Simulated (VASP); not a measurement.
# AlN (R-3m) in VASP: further runs

The runs below take AlN through single point, with PBEsol.

Program: VASP 6.6.1. These are calculated values, not measurements. Logs are shortened: lines on timing, memory, paths and dates and some standing lists are left out, and cuts for length are marked.

### Step 1. The cell of the first run

It takes space group R-3m (No. 166, trigonal). The conventional cell has a = 3.086 Å, b = 3.086 Å, c = 6.977 Å, α = 90.00°, β = 90.00°, γ = 120.00°. Al (site symmetry -3m) has 6 N at 2.13 Å within 2.8 Å. N (site symmetry -3m) has 6 Al at 2.13 Å within 2.8 Å.

### Step 2. Single point, PBEsol

Input file INCAR:

```
PREC = Accurate ; ENCUT = 520
EDIFF = 1E-6 ; ISMEAR = 0
SIGMA = 0.05 ; LREAL = F
LASPH = T ; NELM = 100
ALGO = Normal ; ISIF = 2
LWAVE = F ; LCHARG = T
GGA = PS ; LELF = T
LVHAR = T ; NBANDS = 11
```

Input file KPOINTS:

```
Automatic mesh
0
Gamma
  10 10 10
```

Input file POSCAR:

```
AlN
1.0
   -0.1123246293      2.0701487387      2.0701487387
    2.0701487387     -0.1123246293      2.0701487387
    2.0701487387      2.0701487387     -0.1123246293
Al N
1 1
Direct
    0.5000000000      0.5000000000      0.5000000000
    0.0000000000      0.0000000000      0.0000000000
```

Potentials or basis: VASP PAW PBE potentials, release 64 (Al, N).

On the command line:

```bash
> cat potpaw_PBE.64/Al/POTCAR potpaw_PBE.64/N/POTCAR > POTCAR
> mpirun -np 1 vasp_std > vasp.out
```

OUTCAR:

```text
PREC = Accurate
   ENCUT = 520
   EDIFF = 1E-6
   ISMEAR = 0
   LREAL = F
   LASPH = T
   NELM = 100
   ISIF = 2
   GGA = PS

 ion  position               nearest neighbor table
   1  0.500  0.500  0.500-   2 2.13   2 2.13   2 2.13   2 2.13   2 2.13   2 2.13
   2  0.000  0.000  0.000-   1 2.13   1 2.13   1 2.13   1 2.13   1 2.13   1 2.13

  LATTYP: Found a trigonal (rhomboedric) cell.
 ALAT       =     2.9297864125
 COS(alpha) =     0.4450856131

  Lattice vectors:

 A1 = (  -0.1123246293,   2.0701487387,   2.0701487387)
 A2 = (   2.0701487387,  -0.1123246293,   2.0701487387)
 A3 = (   2.0701487387,   2.0701487387,  -0.1123246293)

Analysis of symmetry for initial positions (statically):
=====================================================================
 Subroutine PRICEL returns:
 Original cell was already a primitive cell.

 Routine SETGRP: Setting up the symmetry group for a
 trigonal (rhombohedral) supercell.

 Subroutine GETGRP returns: Found 12 space group operations
 (whereof 12 operations were pure point group operations)
 out of a pool of 12 trial point group operations.

The static configuration has the point symmetry D_3d.

Analysis of symmetry for dynamics (positions and initial velocities):
=====================================================================
 Subroutine PRICEL returns:
 Original cell was already a primitive cell.

 Routine SETGRP: Setting up the symmetry group for a
 trigonal (rhombohedral) supercell.

 Subroutine GETGRP returns: Found 12 space group operations
 (whereof 12 operations were pure point group operations)
 out of a pool of 12 trial point group operations.

The dynamic configuration has the point symmetry D_3d.

 Subroutine INISYM returns: Found 12 space group operations
 (whereof 12 operations are pure point group operations),
 and found     1 'primitive' translations

----------------------------------------------------------------------------------------

                                     Primitive cell

  volume of cell :      19.1860

  direct lattice vectors                    reciprocal lattice vectors
    -0.112324629  2.070148739  2.070148739    -0.222709214  0.235486526  0.235486526
     2.070148739 -0.112324629  2.070148739     0.235486526 -0.222709214  0.235486526
     2.070148739  2.070148739 -0.112324629     0.235486526  0.235486526 -0.222709214

  length of vectors
     2.929786413  2.929786413  2.929786413     0.400633501  0.400633501  0.400633501

  position of ions in fractional coordinates (direct lattice)
     0.500000000  0.500000000  0.500000000
     0.000000000  0.000000000  0.000000000

  ion indices of the primitive-cell ions
   primitive index   ion index
                 1           1
                 2           2

----------------------------------------------------------------------------------------

 KPOINTS: Automatic mesh

Automatic generation of k-mesh.
 Grid dimensions read from file:
 generate k-points for:   10   10   10

 Generating k-lattice:

  Cartesian coordinates                     Fractional coordinates (reciprocal lattice)
    -0.022270921  0.023548653  0.023548653     0.100000000  0.000000000  0.000000000
     0.023548653 -0.022270921  0.023548653     0.000000000  0.100000000  0.000000000
     0.023548653  0.023548653 -0.022270921     0.000000000  0.000000000  0.100000000

  Length of vectors
     0.040063350  0.040063350  0.040063350

  Shift w.r.t. Gamma in fractional coordinates (k-lattice)
     0.000000000  0.000000000  0.000000000

 Subroutine IBZKPT returns following result:
 ===========================================

 Found    116 irreducible k-points:

 Following reciprocal coordinates:
            Coordinates               Weight
  0.000000  0.000000  0.000000      1.000000
  0.100000  0.000000  0.000000      6.000000
  0.200000  0.000000  0.000000      6.000000
  0.300000  0.000000  0.000000      6.000000
  0.400000 -0.000000 -0.000000      6.000000
  0.500000  0.000000  0.000000      3.000000
[... 16 lines left out ...]
  0.300000  0.300000  0.000000      6.000000
  0.400000  0.300000  0.000000     12.000000
 [... further k-points ...]
   k-points           NKPTS =    116   k-points in BZ     NKDIM =    116   number of bands    NBANDS=     11
   number of dos      NEDOS =    301   number of ions     NIONS =      2
   total plane-waves  NPLWV =  13824
   dimension x,y,z NGX =    24 NGY =   24 NGZ =   24
   dimension x,y,z NGXF=    48 NGYF=   48 NGZF=   48
   ions per type =               1   1
   NGX,Y,Z   is equivalent  to a cutoff of  13.62, 13.62, 13.62 a.u.
   NGXF,Y,Z  is equivalent  to a cutoff of  27.24, 27.24, 27.24 a.u.
 SYSTEM =  unknown system
   PREC   = accura    normal or accurate (medium, high low for compatibility)
   ISTART =      0    job   : 0-new  1-cont  2-samecut
   ICHARG =      2    charge: 1-file 2-atom 10-const
   ISPIN  =      1    spin polarized calculation?
   LNONCOLLINEAR =      F non collinear calculations
   LSORBIT =      F    spin-orbit coupling
   LASPH  =      T    aspherical Exc in radial PAW
   ENCUT  =  520.0 eV  38.22 Ry    6.18 a.u.   5.45  5.45  5.45*2*pi/ulx,y,z
   NELM   =    100;   NELMIN=  2; NELMDL= -5     # of ELM steps
   EDIFF  = 0.1E-05   stopping-criterion for ELM
   LREAL  =      F    real-space projection
   EDIFFG = 0.1E-04   stopping-criterion for IOM
   NSW    =      0    number of steps for IOM
   IBRION =     -1    ionic relax: 0-MD 1-quasi-New 2-CG
   NFREE  =      0    steps in history (QN), initial steepest desc. (CG)
   ISIF   =      2    stress and relaxation
   ISYM   =      2    0-nonsym 1-usesym 2-fastsym
   POTIM  = 0.5000    time-step for ionic-motion
   TEBEG  =    0.0;   TEEND  =   0.0 temperature during run
   PSTRESS=    0.0 pullay stress
   NELECT =       8.0000    total number of electrons
   NUPDOWN=      -1.0000    fix difference up-down
   EMIN   =  10.00;   EMAX   =-10.00  energy-range for DOS
   EFERMI =   0.00;   METHOD = LEGACY
   ISMEAR =     0;   SIGMA  =   0.05  broadening in eV -4-tet -1-fermi 0-gaus
   EFERMI_NEDOS =   21; number of points for ismear=-14 and -15
   IALGO  =     38    algorithm
   IMIX   =      4    mixing-type and parameters
     AMIX     =   0.40;   BMIX     =  1.00
     AMIX_MAG =   1.60;   BMIX_MAG =  1.00
  volume/ion in A,a.u.               =       9.59        64.74
  Fermi-wavevector in a.u.,A,eV,Ry     =   1.223048  2.311225 20.352211  1.495845
  Thomas-Fermi vector in A             =   2.358172
   LORBIT       =      0    0 simple, 1 ext, 2 COOP (PROOUT), +10 PAW based schemes
   GGA     = PS    functional components
   LHFCALC =     F    Hartree Fock is set to
   AEXX    =    0.0000 exact exchange contribution
   IVDW    =     0    specifies the selected vdW correction
   LEPSILON=     F    determine dielectric tensor
   LRPA    =     F    only Hartree local field effects (RPA)
 non-spin polarized calculation
 Gauss-broadening in eV      SIGMA  =   0.05
  energy-cutoff  :      520.00
  volume of cell :       19.19
 maximum number of plane-waves:       532
 NGX is ok and might be reduce to    24
   NGX = 11   NGY = 11   NGZ = 11

 number of electron       7.9999999 magnetization

 Free energy of the ion-electron system (eV)
  ---------------------------------------------------
  ext. energy  EPLUGINS =         0.00000000
  ---------------------------------------------------
  free energy    TOTEN  =       -15.05806075 eV

  energy without entropy =      -15.05806075  energy(sigma->0) =      -15.05806075

 E-fermi :   8.9165     XC(G=0): -11.7709

 val. band max:        8.6820924138   @ k =   0.0000   0.0000   0.0000
 cond. band min:      11.0322345617   @ k =   0.5000   0.5000   0.0000
 fundamental gap:      2.3501421479
 Fermi energy:         8.9165400551

 k-point     1 :       0.0000    0.0000    0.0000
  band No.  band energies     occupation
      1      -8.1849      2.00000
      2       7.7872      2.00000
      3       7.7872      2.00000
      4       8.6821      2.00000
      5      11.5750      0.00000
      6      18.8816      0.00000
      7      18.8816      0.00000
      8      21.4225      0.00000
      9      23.5129      0.00000
     10      24.3167      0.00000
     11      24.3167      0.00000

 k-point     2 :       0.1000    0.0000    0.0000
  band No.  band energies     occupation
      1      -8.0130      2.00000
      2       6.7958      2.00000
      3       7.7143      2.00000
      4       8.5149      2.00000
      5      12.3374      0.00000
      6      18.2500      0.00000
      7      19.1710      0.00000
      8      21.3499      0.00000
      9      22.5122      0.00000
     10      23.0359      0.00000
     11      24.3463      0.00000

 k-point     3 :       0.2000    0.0000    0.0000
  band No.  band energies     occupation
      1      -7.5156      2.00000
      2       4.8241      2.00000
      3       7.5363      2.00000
      4       8.2527      2.00000
      5      13.3398      0.00000
      6      17.5765      0.00000
      7      19.4797      0.00000
      8      20.6598      0.00000
      9      21.5877      0.00000
     10      23.2788      0.00000
     11      23.9522      0.00000

 k-point     4 :       0.3000    0.0000    0.0000
  band No.  band energies     occupation
      1      -6.7638      2.00000
      2       2.7806      2.00000
      3       7.3384      2.00000
      4       7.9842      2.00000
      5      13.6117      0.00000
      6      17.8633      0.00000
      7      18.7640      0.00000
      8      19.7050      0.00000
      9      22.7095      0.00000
     10      23.0843      0.00000
     11      25.2217      0.00000

 k-point     5 :       0.4000   -0.0000   -0.0000
  band No.  band energies     occupation
      1      -5.9548      2.00000
      2       1.1264      2.00000
      3       7.1931      2.00000
      4       7.7900      2.00000
      5      13.4616      0.00000
      6      18.0817      0.00000
      7      18.5399      0.00000
      8      19.0775      0.00000
      9      22.8226      0.00000
     10      24.5222      0.00000
     11      27.1365      0.00000
[... 211 lines left out ...]
 k-point    21 :      -0.3000    0.2000   -0.0000
  band No.  band energies     occupation
      1      -5.8007      2.00000
      2       2.1369      2.00000
      3       4.8002      2.00000
      4       7.5346      2.00000
      5      15.5558      0.00000
      6      16.5440      0.00000
      7      17.8484      0.00000
      8      19.7700      0.00000
      9      23.8914      0.00000
     10      25.4566      0.00000
     11      27.0174      0.00000

 k-point    22 :      -0.2000    0.2000    0.0000
  band No.  band energies     occupation
      1      -6.5471      2.00000
      2       3.3065      2.00000
      3       5.4152      2.00000
      4       7.8812      2.00000
      5      15.2853      0.00000
      6      17.1354      0.00000
      7      17.5653      0.00000
      8      19.8864      0.00000
      9      22.7802      0.00000
     10      25.1962      0.00000
     11      26.7007      0.00000

 k-point    23 :       0.3000    0.3000    0.0000
  band No.  band energies     occupation
      1      -6.2424      2.00000
      2       3.6234      2.00000
      3       5.8814      2.00000
      4       6.8032      2.00000
      5      13.1101      0.00000
      6      15.0613      0.00000
      7      17.9449      0.00000
      8      21.5162      0.00000
      9      22.3909      0.00000
     10      27.2122      0.00000
     11      29.6518      0.00000

 k-point    24 :       0.4000    0.3000    0.0000
  band No.  band energies     occupation
      1      -5.6210      2.00000
      2       2.7111      2.00000
      3       5.2873      2.00000
      4       6.5935      2.00000
      5      12.8842      0.00000
      6      14.7517      0.00000
      7      18.3730      0.00000
      8      22.0311      0.00000
      9      22.2929      0.00000
     10      28.3080      0.00000
     11      30.3987      0.00000

 [... further k-points ...]
[... 5 lines left out ...]
  --------------------------------------------------------------------------------------
  -------------------------------------------------------------------------------------
  Total       -3.4094003     -3.4094003     -3.4094003      1.4687167      1.4687167      1.4687167
  in kB     -284.7109265   -284.7109265   -284.7109265    122.6490444    122.6490444    122.6490444
  external PRESSURE =    -284.7109265 kB  Pullay stress =       0.0000000 kB

 VOLUME and BASIS-vectors are now :
 -----------------------------------------------------------------------------
  energy-cutoff  :      520.00
  volume of cell :       19.19
      direct lattice vectors                 reciprocal lattice vectors
    -0.112324629  2.070148739  2.070148739    -0.222709214  0.235486526  0.235486526
     2.070148739 -0.112324629  2.070148739     0.235486526 -0.222709214  0.235486526
     2.070148739  2.070148739 -0.112324629     0.235486526  0.235486526 -0.222709214

 POSITION                                       TOTAL-FORCE (eV/Angst)
 -----------------------------------------------------------------------------------
      2.01399      2.01399      2.01399         0.000000     -0.000000      0.000000
      0.00000      0.00000      0.00000        -0.000000      0.000000     -0.000000
 -----------------------------------------------------------------------------------
    total drift:                                0.000000     -0.000000     -0.000000

  FREE ENERGIE OF THE ION-ELECTRON SYSTEM (eV)
  ---------------------------------------------------
  free  energy   TOTEN  =       -15.0580607494 eV

  energy  without entropy=      -15.0580607494  energy(sigma->0) =      -15.05806075
```

Wall time 19 s (1 thread of AMD EPYC 9R14 (Zen 4), shared host); peak memory 0.11 GiB.

Results:

| Property | Result |
| --- | --- |
| Free energy | -15.0581 eV |
| Pressure | -28.5 GPa |
| Band gap on the k mesh | 2.35 eV, indirect (least direct gap 2.89 eV) |

Levels at points of the mesh, in eV from the valence-band top:
```csv
k point,band 2,band 3,band 4,band 5,band 6,band 7
"(0.00, 0.00, 0.00)",-0.89,-0.89,0.00,2.89,10.20,10.20
"(0.50, 0.00, 0.00)",-8.25,-1.54,-0.96,4.69,9.16,10.16
"(0.50, 0.50, 0.00)",-7.08,-3.53,-2.52,2.35,5.05,11.32
"(0.50, 0.50, 0.50)",-7.51,-1.89,-1.89,3.63,8.06,8.06
```

Caveat: the PAW data sets were made with another functional, which shifts forces and pressure a little. A k mesh can miss the band edges.

[end of part 1 of 3]
